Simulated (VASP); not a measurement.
# AlN (P6_3mc) in VASP: notebook, part 2 of 2

VASP 6.6.1. Earlier steps stand in the parts before.

**3. Single point, LDA**

This run uses another cell than the first one, of 10.02 Å³/atom, 0.991 times its volume.

The input, INCAR:

```
SYSTEM = AlN
ALGO = Normal
EDIFF = 1E-6
ENCUT = 520
GGA = CA
ISIF = 2
ISMEAR = 0
LASPH = .True.
LCHARG = .False.
LREAL = .False.
LWAVE = .False.
NBANDS = 16
NELM = 80
PREC = Accurate
SIGMA = 0.01
```

The input, KPOINTS:

```
k-points
0
Gamma
  8 8 4
  0 0 0
```

The input, POSCAR:

```
AlN
1.0
    3.0712714843      0.0000000000      0.0000000000
   -1.5356357422      2.6597991273      0.0000000000
    0.0000000000      0.0000000000      4.9084706211
Al N
2 2
Direct
    0.3333333333      0.6666666667     -0.0011912759
    0.6666666667      0.3333333333      0.4988087241
    0.3333333333      0.6666666667      0.3811912759
    0.6666666667      0.3333333333      0.8811912759
```

Potentials or basis: VASP PAW LDA potentials, release 64 (Al, N).

Command:

```
$ cat potpaw_LDA.64/Al/POTCAR potpaw_LDA.64/N/POTCAR > POTCAR
$ mpirun -np 1 vasp_std > vasp.out
```

OUTCAR:

```text
SYSTEM = AlN
   EDIFF = 1E-6
   ENCUT = 520
   GGA = CA
   ISIF = 2
   ISMEAR = 0
   LASPH = .True.
   LREAL = .False.
   NELM = 80
   PREC = Accurate

 ion  position               nearest neighbor table
   1  0.333  0.667  0.999-   4 1.86   4 1.86   4 1.86   3 1.88   2 3.03   2 3.03   2 3.03   2 3.03
                             2 3.03   2 3.03
   2  0.667  0.333  0.499-   3 1.86   3 1.86   3 1.86   4 1.88   1 3.03   1 3.03   1 3.03   1 3.03
                             1 3.03   1 3.03
   3  0.333  0.667  0.381-   2 1.86   2 1.86   2 1.86   1 1.88
   4  0.667  0.333  0.881-   1 1.86   1 1.86   1 1.86   2 1.88

  LATTYP: Found a hexagonal cell.
 ALAT       =     3.0712714843
 C/A-ratio  =     1.5981884526

  Lattice vectors:

 A1 = (   3.0712714843,   0.0000000000,   0.0000000000)
 A2 = (  -1.5356357422,   2.6597991273,   0.0000000000)
 A3 = (   0.0000000000,   0.0000000000,   4.9084706211)

Analysis of symmetry for initial positions (statically):
=====================================================================
 Subroutine PRICEL returns:
 Original cell was already a primitive cell.

 Routine SETGRP: Setting up the symmetry group for a
 hexagonal supercell.

 Subroutine GETGRP returns: Found 12 space group operations
 (whereof  6 operations were pure point group operations)
 out of a pool of 24 trial point group operations.

The static configuration has the point symmetry C_3v.
 The point group associated with its full space group is C_6v.

Analysis of symmetry for dynamics (positions and initial velocities):
=====================================================================
 Subroutine PRICEL returns:
 Original cell was already a primitive cell.

 Routine SETGRP: Setting up the symmetry group for a
 hexagonal supercell.
[... 122 lines left out ...]
   NUPDOWN=      -1.0000    fix difference up-down
   EMIN   =  10.00;   EMAX   =-10.00  energy-range for DOS
   EFERMI =   0.00;   METHOD = LEGACY
   ISMEAR =     0;   SIGMA  =   0.01  broadening in eV -4-tet -1-fermi 0-gaus
   EFERMI_NEDOS =   21; number of points for ismear=-14 and -15
   IALGO  =     38    algorithm
   IMIX   =      4    mixing-type and parameters
     AMIX     =   0.40;   BMIX     =  1.00
     AMIX_MAG =   1.60;   BMIX_MAG =  1.00
  volume/ion in A,a.u.               =      10.02        67.65
  Fermi-wavevector in a.u.,A,eV,Ry     =   1.205250  2.277592 19.764192  1.452627
  Thomas-Fermi vector in A             =   2.340952
   LORBIT       =      0    0 simple, 1 ext, 2 COOP (PROOUT), +10 PAW based schemes
   GGA     = CA    functional components
   LHFCALC =     F    Hartree Fock is set to
   AEXX    =    0.0000 exact exchange contribution
   IVDW    =     0    specifies the selected vdW correction
   LEPSILON=     F    determine dielectric tensor
   LRPA    =     F    only Hartree local field effects (RPA)
 non-spin polarized calculation
 Gauss-broadening in eV      SIGMA  =   0.01
  energy-cutoff  :      520.00
  volume of cell :       40.10
 maximum number of plane-waves:      1092
 NGX is ok and might be reduce to    24
   NGX = 11   NGY = 11   NGZ = 19

 number of electron      15.9999996 magnetization

 Free energy of the ion-electron system (eV)
  ---------------------------------------------------
  ext. energy  EPLUGINS =         0.00000000
  ---------------------------------------------------
  free energy    TOTEN  =       -32.82830647 eV

  energy without entropy =      -32.82830647  energy(sigma->0) =      -32.82830647

 E-fermi :   6.3600     XC(G=0): -11.4242

 val. band max:        6.3087952116   @ k =   0.0000   0.0000   0.0000
 cond. band min:      10.8883018765   @ k =   0.0000   0.0000   0.0000
 fundamental gap:      4.5795066649
 Fermi energy:         6.3599863289

 k-point     1 :       0.0000    0.0000    0.0000
  band No.  band energies     occupation
      1      -8.9906      2.00000
      2      -6.6307      2.00000
      3       0.0635      2.00000
      4       5.3905      2.00000
      5       5.3905      2.00000
      6       6.0601      2.00000
[... 433 lines left out ...]
      3       1.0264      2.00000
      4       1.0264      2.00000
      5       4.7525      2.00000
      6       4.7525      2.00000
[... 8 lines left out ...]
     15      19.6773      0.00000
     16      19.6773      0.00000

 [... further k-points ...]
[... 5 lines left out ...]
  --------------------------------------------------------------------------------------
  -------------------------------------------------------------------------------------
  Total        1.1737256      1.1737256      1.1678444     -0.0000000      0.0000000      0.0000000
  in kB       46.8990345     46.8990344     46.6640378     -0.0000000      0.0000000      0.0000000
  external PRESSURE =      46.8207022 kB  Pullay stress =       0.0000000 kB

 VOLUME and BASIS-vectors are now :
 -----------------------------------------------------------------------------
  energy-cutoff  :      520.00
  volume of cell :       40.10
      direct lattice vectors                 reciprocal lattice vectors
     3.071271484  0.000000000  0.000000000     0.325598048  0.187984121  0.000000000
    -1.535635742  2.659799127  0.000000000     0.000000000  0.375968241  0.000000000
     0.000000000  0.000000000  4.908470621     0.000000000  0.000000000  0.203729446

 POSITION                                       TOTAL-FORCE (eV/Angst)
 -----------------------------------------------------------------------------------
     -0.00000      1.77320      4.90262        -0.000000      0.000000     -0.000475
      1.53564      0.88660      2.44839         0.000000     -0.000000     -0.000475
     -0.00000      1.77320      1.87107        -0.000000     -0.000000      0.000475
      1.53564      0.88660      4.32530        -0.000000      0.000000      0.000475
 -----------------------------------------------------------------------------------
    total drift:                               -0.000000     -0.000000      0.000215

  FREE ENERGIE OF THE ION-ELECTRON SYSTEM (eV)
  ---------------------------------------------------
  free  energy   TOTEN  =       -32.8283064651 eV

  energy  without entropy=      -32.8283064651  energy(sigma->0) =      -32.82830647
```

Run time: 20 s. Hardware: 1 thread of Intel Xeon Platinum 8259CL at 2.50GHz (Skylake/Cascade Lake), shared host; peak memory 0.14 GiB.

Results:

| Quantity | Value |
| --- | --- |
| Free energy | -32.8283 eV |
| Pressure | 4.7 GPa |
| Band gap on the k mesh | 4.58 eV, direct |
